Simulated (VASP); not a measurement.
# NiO in VASP: a series of runs, part 2 of 2

VASP 6.6.1.

## Step 5: Single point, b88 exchange, pbe correlation, collinear spin, ferromagnetic start

This run uses another cell than the first one, of 8.89 Å³/atom.

INCAR

```
  ALGO = Normal
  EDIFF = 1E-6
  ENCUT = 600
  GGA = LIBXC
  GGA_COMPAT = F
  ISIF = 2
  ISMEAR = -1
  ISPIN = 2
  LASPH = T
  LCHARG = F
  LIBXC1 = GGA_X_B88
  LIBXC2 = GGA_C_PBE
  LMAXMIX = 4
  LORBIT = 11
  LREAL = F
  LWAVE = F
  MAGMOM = 1 0
  NBANDS = 19
  NELM = 200
  PREC = Accurate
  SIGMA = 0.05
```

KPOINTS

```
k-points
0
Gamma
  11 11 11
```

POSCAR

```
NiO
1.0
    0.0000000000      2.0719018797      2.0719018797
    2.0719018797      0.0000000000      2.0719018797
    2.0719018797      2.0719018797      0.0000000000
Ni O
1 1
Direct
    0.0000000000      0.0000000000      0.0000000000
    0.5000000000      0.5000000000      0.5000000000
```

Potentials or basis: VASP PAW PBE potentials, release 64 (Ni, O).

Started as:

```sh
$ cat potpaw_PBE.64/Ni/POTCAR potpaw_PBE.64/O/POTCAR > POTCAR
$ mpirun -np 1 vasp_std > vasp.out
```

OUTCAR:

```text
EDIFF = 1E-6
   ENCUT = 600
   GGA = LIBXC
   ISIF = 2
   ISMEAR = -1
   ISPIN = 2
   LASPH = T
   LORBIT = 11
   LREAL = F
   NELM = 200
   PREC = Accurate

 ion  position               nearest neighbor table
   1  0.000  0.000  0.000-   2 2.07   2 2.07   2 2.07   2 2.07   2 2.07   2 2.07
   2  0.500  0.500  0.500-   1 2.07   1 2.07   1 2.07   1 2.07   1 2.07   1 2.07

  LATTYP: Found a face centered cubic cell.
 ALAT       =     4.1438037594

  Lattice vectors:

 A1 = (   0.0000000000,   2.0719018797,   2.0719018797)
 A2 = (   2.0719018797,   0.0000000000,   2.0719018797)
 A3 = (   2.0719018797,   2.0719018797,   0.0000000000)

Analysis of symmetry for initial positions (statically):
=====================================================================
 Subroutine PRICEL returns:
 Original cell was already a primitive cell.

 Routine SETGRP: Setting up the symmetry group for a
 face centered cubic supercell.

 Subroutine GETGRP returns: Found 48 space group operations
 (whereof 48 operations were pure point group operations)
 out of a pool of 48 trial point group operations.

The static configuration has the point symmetry O_h .

Analysis of symmetry for dynamics (positions and initial velocities):
=====================================================================
 Subroutine PRICEL returns:
 Original cell was already a primitive cell.

 Routine SETGRP: Setting up the symmetry group for a
 face centered cubic supercell.

 Subroutine GETGRP returns: Found 48 space group operations
 (whereof 48 operations were pure point group operations)
 out of a pool of 48 trial point group operations.

The dynamic configuration has the point symmetry O_h .

Analysis of structural, dynamic, and magnetic symmetry:
=====================================================================
 Subroutine PRICEL returns:
 Original cell was already a primitive cell.

 Routine SETGRP: Setting up the symmetry group for a
 face centered cubic supercell.

 Subroutine GETGRP returns: Found 48 space group operations
 (whereof 48 operations were pure point group operations)
 out of a pool of 48 trial point group operations.

The overall configuration has the point symmetry O_h .

 Subroutine INISYM returns: Found 48 space group operations
 (whereof 48 operations are pure point group operations),
 and found     1 'primitive' translations

----------------------------------------------------------------------------------------

                                     Primitive cell

  volume of cell :      17.7884

  direct lattice vectors                    reciprocal lattice vectors
     0.000000000  2.071901880  2.071901880    -0.241324169  0.241324169  0.241324169
     2.071901880  0.000000000  2.071901880     0.241324169 -0.241324169  0.241324169
     2.071901880  2.071901880  0.000000000     0.241324169  0.241324169 -0.241324169

  length of vectors
     2.930111738  2.930111738  2.930111738     0.417985722  0.417985722  0.417985722

  position of ions in fractional coordinates (direct lattice)
     0.000000000  0.000000000  0.000000000
     0.500000000  0.500000000  0.500000000

  ion indices of the primitive-cell ions
   primitive index   ion index
                 1           1
[... 63 lines left out ...]
 SYSTEM =  unknown system
   PREC   = accura    normal or accurate (medium, high low for compatibility)
   ISTART =      0    job   : 0-new  1-cont  2-samecut
   ICHARG =      2    charge: 1-file 2-atom 10-const
   ISPIN  =      2    spin polarized calculation?
   LNONCOLLINEAR =      F non collinear calculations
   LSORBIT =      F    spin-orbit coupling
   LASPH  =      T    aspherical Exc in radial PAW
   ENCUT  =  600.0 eV  44.10 Ry    6.64 a.u.   5.85  5.85  5.85*2*pi/ulx,y,z
   NELM   =    200;   NELMIN=  2; NELMDL= -5     # of ELM steps
   EDIFF  = 0.1E-05   stopping-criterion for ELM
   LREAL  =      F    real-space projection
   EDIFFG = 0.1E-04   stopping-criterion for IOM
   NSW    =      0    number of steps for IOM
   IBRION =     -1    ionic relax: 0-MD 1-quasi-New 2-CG
   NFREE  =      0    steps in history (QN), initial steepest desc. (CG)
   ISIF   =      2    stress and relaxation
   ISYM   =      2    0-nonsym 1-usesym 2-fastsym
   POTIM  = 0.5000    time-step for ionic-motion
   TEBEG  =    0.0;   TEEND  =   0.0 temperature during run
   PSTRESS=    0.0 pullay stress
   NELECT =      16.0000    total number of electrons
   NUPDOWN=      -1.0000    fix difference up-down
   EMIN   =  10.00;   EMAX   =-10.00  energy-range for DOS
   EFERMI =   0.00;   METHOD = LEGACY
   ISMEAR =    -1;   SIGMA  =   0.05  broadening in eV -4-tet -1-fermi 0-gaus
   EFERMI_NEDOS =   21; number of points for ismear=-14 and -15
   IALGO  =     38    algorithm
   IMIX   =      4    mixing-type and parameters
     AMIX     =   0.40;   BMIX     =  1.00
     AMIX_MAG =   1.60;   BMIX_MAG =  1.00
  volume/ion in A,a.u.               =       8.89        60.02
  Fermi-wavevector in a.u.,A,eV,Ry     =   1.580286  2.986307 33.977874  2.497303
  Thomas-Fermi vector in A             =   2.680536
   LORBIT       =     11    0 simple, 1 ext, 2 COOP (PROOUT), +10 PAW based schemes
   GGA     = LIBXC    functional components
   LHFCALC =     F    Hartree Fock is set to
   AEXX    =    0.0000 exact exchange contribution
   IVDW    =     0    specifies the selected vdW correction
   LEPSILON=     F    determine dielectric tensor
   LRPA    =     F    only Hartree local field effects (RPA)
 spin polarized calculation
  energy-cutoff  :      600.00
  volume of cell :       17.79
 maximum number of plane-waves:       609
   NGX = 11   NGY = 11   NGZ = 11

 number of electron      15.9999991 magnetization       1.6139787

 Free energy of the ion-electron system (eV)
  ---------------------------------------------------
  ext. energy  EPLUGINS =         0.00000000
  ---------------------------------------------------
  free energy    TOTEN  =       -11.22884730 eV

  energy without entropy =      -11.21714937  energy(sigma->0) =      -11.22299833

 E-fermi :   8.2099     XC(G=0): -12.8549

 val. band max:        8.2076395308   @ k =   0.4545   0.1818   0.0909
 cond. band min:       8.2229974355   @ k =   0.3636   0.0000   0.0000
 fundamental gap:      0.0153579046
 Fermi energy:         8.2098917352

 spin component 1

 k-point     1 :       0.0000    0.0000    0.0000
  band No.  band energies     occupation
      1     -12.4239      1.00000
      2       5.0646      1.00000
      3       5.0646      1.00000
      4       5.0646      1.00000
      5       5.1234      1.00000
      6       5.1235      1.00000
[... 517 lines left out ...]
     18      39.4904      0.00000
     19      40.6494      0.00000

 [... further k-points ...]

 spin component 2

 k-point     1 :       0.0000    0.0000    0.0000
  band No.  band energies     occupation
      1     -12.0331      1.00000
      2       5.5220      1.00000
      3       5.5220      1.00000
      4       5.5220      1.00000
      5       6.2732      1.00000
      6       6.2734      1.00000
[... 517 lines left out ...]
     18      39.8852      0.00000
     19      40.8699      0.00000

 [... further k-points ...]

------------------------ aborting loop because EDIFF is reached ----------------------------------------

  FORCE on cell =-STRESS in cart. coord.  units (eV):
  Direction    XX          YY          ZZ          XY          YZ          ZX
  --------------------------------------------------------------------------------------
  -------------------------------------------------------------------------------------
  Total        0.9150139      0.9150139      0.9150139      0.0000000     -0.0000000      0.0000000
  in kB       82.4139448     82.4139448     82.4139448      0.0000000     -0.0000000      0.0000000
  external PRESSURE =      82.4139448 kB  Pullay stress =       0.0000000 kB

 VOLUME and BASIS-vectors are now :
 -----------------------------------------------------------------------------
  energy-cutoff  :      600.00
  volume of cell :       17.79
      direct lattice vectors                 reciprocal lattice vectors
     0.000000000  2.071901880  2.071901880    -0.241324169  0.241324169  0.241324169
     2.071901880  0.000000000  2.071901880     0.241324169 -0.241324169  0.241324169
     2.071901880  2.071901880  0.000000000     0.241324169  0.241324169 -0.241324169

 POSITION                                       TOTAL-FORCE (eV/Angst)
 -----------------------------------------------------------------------------------
      0.00000      0.00000      0.00000         0.000000      0.000000     -0.000000
      2.07190      2.07190      2.07190         0.000000     -0.000000      0.000000
 -----------------------------------------------------------------------------------
    total drift:                                0.000000     -0.000000     -0.000000

  FREE ENERGIE OF THE ION-ELECTRON SYSTEM (eV)
  ---------------------------------------------------
  free  energy   TOTEN  =       -11.2288472982 eV

  energy  without entropy=      -11.2171493690  energy(sigma->0) =      -11.22299833

 total charge

# of ion       s       p       d       tot
------------------------------------------
    1        0.338   0.421   8.278   9.038
    2        1.552   3.433   0.000   4.984
--------------------------------------------------
tot          1.890   3.854   8.278  14.022

 magnetization (x)

# of ion       s       p       d       tot
------------------------------------------
    1        0.012   0.015   1.311   1.338
    2        0.028   0.209   0.000   0.237
--------------------------------------------------
tot          0.039   0.224   1.311   1.574
```

OSZICAR:

```text
N       E                     dE             d eps       ncg     rms          rms(c)
DAV:   1     0.922068117705E+02    0.92207E+02   -0.76396E+03  4547   0.117E+03
DAV:   2    -0.737603440886E+01   -0.99583E+02   -0.86357E+02  4401   0.254E+02
DAV:   3    -0.132874907496E+02   -0.59115E+01   -0.56045E+01  4917   0.614E+01
DAV:   4    -0.133457305864E+02   -0.58240E-01   -0.58160E-01  4706   0.586E+00
DAV:   5    -0.133466000246E+02   -0.86944E-03   -0.86935E-03  4823   0.725E-01    0.143E+01
DAV:   6    -0.124229417258E+02    0.92366E+00   -0.97122E+00  5614   0.561E+01    0.159E+01
DAV:   7    -0.112485478186E+02    0.11744E+01   -0.40228E+00  5437   0.456E+01    0.605E+00
DAV:   8    -0.112157869292E+02    0.32761E-01   -0.19992E-01  5570   0.791E+00    0.338E+00
DAV:   9    -0.112262819865E+02   -0.10495E-01   -0.31471E-02  5863   0.280E+00    0.106E+00
DAV:  10    -0.112287748157E+02   -0.24928E-02   -0.56849E-03  5908   0.879E-01    0.363E-01
DAV:  11    -0.112288009941E+02   -0.26178E-04   -0.64078E-04  5915   0.579E-01    0.136E-01
DAV:  12    -0.112288908859E+02   -0.89892E-04   -0.29542E-04  5302   0.178E-01    0.128E-01
DAV:  13    -0.112288429476E+02    0.47938E-04   -0.86772E-05  5768   0.220E-01    0.221E-02
DAV:  14    -0.112288457180E+02   -0.27704E-05   -0.13213E-05  5100   0.342E-02    0.906E-03
DAV:  15    -0.112288472882E+02   -0.15702E-05   -0.11372E-06  3009   0.244E-02    0.266E-03
DAV:  16    -0.112288472982E+02   -0.99883E-08   -0.56046E-07  2305   0.124E-02
   1 F= -.11228847E+02 E0= -.11222998E+02  d E =-.116979E-01  mag=     1.6138
```

It took 88 s on 1 thread of Intel Xeon 8259CL, shared host; peak memory 0.17 GiB.

Results:

- Free energy: -11.2288 eV
- Pressure: 8.2 GPa
- Net moment: 1.61 μB per cell
- Site moments: Ni +1.34; O +0.24 μB
- Valence electrons inside the program's atomic spheres: Ni 9.04; O 4.98

Levels at points of the mesh, in eV from the Fermi level:
Spin up:
```csv
k point,band 5,band 6,band 7,band 8,band 9,band 10,band 11,band 12,band 13,band 14
"(0.00, 0.00, 0.00)",-3.09,-3.09,-2.67,-2.67,-2.67,1.65,17.95,19.10,19.10,19.10
```
Spin down:
```
           k point  band 3  band 4  band 5  band 6  band 7  band 8  band 9  band 10  band 11  band 12
(0.00, 0.00, 0.00)   -2.69   -2.69   -1.94   -1.94   -1.94   -0.72   -0.72     1.99    17.91    19.31
```

Caveat: the cell stands under pressure; the PAW data sets were made with another functional, which shifts forces and pressure a little; a cell with one magnetic atom can't hold antiferromagnetic order, which such compounds often take; semilocal functionals often make such compounds metallic where correlation or magnetic order opens a gap, which also shifts bond lengths.

## Step 6: Overview

```tsv
level	cell	k mesh	cutoff (eV)	smearing	dipole correction	gap on the mesh (eV)	pressure (GPa)	moment (μB)
PBE	a = 2.950 Å, angles 60.0°, 2 atoms, atomic positions A	9 × 9 × 9	400	gaussian 0.02 eV	-	none	-	1.73
b88 exchange, pbe correlation	a = 2.890 Å, angles 60.0°, 2 atoms, atomic positions B	11 × 11 × 11	600	fermi-dirac 0.05 eV	no	none	17.6	1.48
b88 exchange, pbe correlation	a = 2.910 Å, angles 60.0°, 2 atoms, atomic positions B	11 × 11 × 11	600	fermi-dirac 0.05 eV	no	none	12.6	1.55
b88 exchange, pbe correlation	a = 2.930 Å, angles 60.0°, 2 atoms, atomic positions B	11 × 11 × 11	600	fermi-dirac 0.05 eV	no	none	8.2	1.61
```

Alike in all rows: task single point; potentials or basis VASP PAW PBE potentials, release 64 (Ni, O); spin collinear, ferromagnetic start.

Caveats: a cell with one magnetic atom can't hold antiferromagnetic order, which such compounds often take; semilocal functionals often make such compounds metallic where correlation or magnetic order opens a gap, which also shifts bond lengths; the cell stands under pressure (at least some runs); the PAW data sets were made with another functional, which shifts forces and pressure a little (at least some runs); the cutoff is under 1.25 times the usual one of these potentials, so pressure, stress and relaxed cells hold a basis-set (Pulay) error (at least some runs).

Total energies depend on the potentials used, so only differences within one code and one set of settings carry meaning.
